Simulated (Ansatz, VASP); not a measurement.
## Two plane-wave programs on RbCl

```xyz
2
Lattice="0.0000 3.3823 3.3823 3.3823 0.0000 3.3823 3.3823 3.3823 0.0000" Properties=species:S:1:pos:R:3 pbc="T T T"
Rb    0.0000    0.0000    0.0000
Cl    3.3823    3.3823    3.3823
```

Alike in both runs: task single point; functional PBE; k mesh 6 × 6 × 6; occupations gaussian, width 0.02 eV; no spin polarisation.

|  | VASP | Ansatz |
| --- | --- | --- |
| version | VASP 6.6.1 | Ansatz 0.2.0 |
| potentials or method | VASP PAW PBE potentials, release 64 (Rb_sv, Cl), cutoff 500 eV | scalar-relativistic, plane waves, PAW |
| valence electrons in the cell | 16 | 16 |

|  | VASP | Ansatz | Ansatz less VASP |
| --- | --- | --- | --- |
| gap on the k mesh at the Fermi level (eV) | 4.74 | 4.75 | +0.002 |
| least direct gap on the mesh (eV) | 4.74 | 4.75 | +0.002 |
| pressure (GPa) | -0.4 | -0.4 | +0.01 |

The functional is the same, so the differences come from potentials, cutoffs and numerics.
